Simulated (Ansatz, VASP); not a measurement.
**One calculation of AlNi, two programs**

Contents of INCAR:

```
PREC     = Accurate       # precision mode
ENCUT    = 520            # plane-wave cutoff, eV
EDIFF    = 1E-6           # SCF threshold, eV
ISMEAR   = -1             # smearing method
SIGMA    = 0.1            # smearing width, eV
LREAL    = False          # projectors in reciprocal space
LASPH    = True           # aspherical terms in the spheres
NELM     = 80             # most SCF steps
ALGO     = Normal         # electronic algorithm
ISIF     = 2              # what is computed and relaxed
LWAVE    = False          # write WAVECAR
LCHARG   = True           # write CHGCAR
GGA      = CA             # functional
LELF     = True           # ELF
LVHAR    = True         
NBANDS   = 14             # bands
```

Contents of KPOINTS:

```
regular mesh
0
Gamma
  15 15 15
```

POSCAR

```
AlNi
1.0
    0.0000000000      2.2755934533      2.2755934533
    2.2755934533      0.0000000000      2.2755934533
    2.2755934533      2.2755934533      0.0000000000
Ni Al
1 1
Direct
    0.0000000000      0.0000000000      0.0000000000
    0.5000000000      0.5000000000      0.5000000000
```

Input for Ansatz:

```yaml
crystal:
  lattice:
    - [0.0, 2.2755934533, 2.2755934533]
    - [2.2755934533, 0.0, 2.2755934533]
    - [2.2755934533, 2.2755934533, 0.0]
  atoms:
    - { symbol: Ni, position: [0.0, 0.0, 0.0] }
    - { symbol: Al, position: [0.5, 0.5, 0.5] }
kpoints:
  mp_grid: { grid: [15, 15, 15] }
scf:
  occupations: { method: fermi_dirac, width: 0.1 }
hamiltonian:
  xc: lda
  pseudopotentials: { kind: paw }
output:
  forces: true
  stress: true
  eigenvalues: true
  populations: true
```

Change from the starting cell: volume scaled by 0.88, PAW files.

Alike in both runs: task single point; functional LDA; k mesh 15 × 15 × 15; occupations fermi-dirac, width 0.1 eV; no spin polarisation.

|  | VASP | Ansatz |
| --- | --- | --- |
| version | VASP 6.6.1 | Ansatz 0.2.0 |
| potentials or method | VASP PAW LDA potentials, release 64 (Ni, Al) | PAW with Ansatz's default frozen-core files, scalar-relativistic |
| plane-wave cutoff (eV) | 520 | 420 |
| valence electrons in the cell | 13 | 21 |

```csv
,VASP,Ansatz,Ansatz less VASP
pressure (GPa),22.0,21.8,-0.26
```

LDA's correlation is that of Perdew and Zunger in VASP and of Perdew and Wang (1992) in Ansatz. VASP's potentials hold 13 valence electrons a cell and Ansatz's 21, so a difference there can come from the potentials and not from the codes.
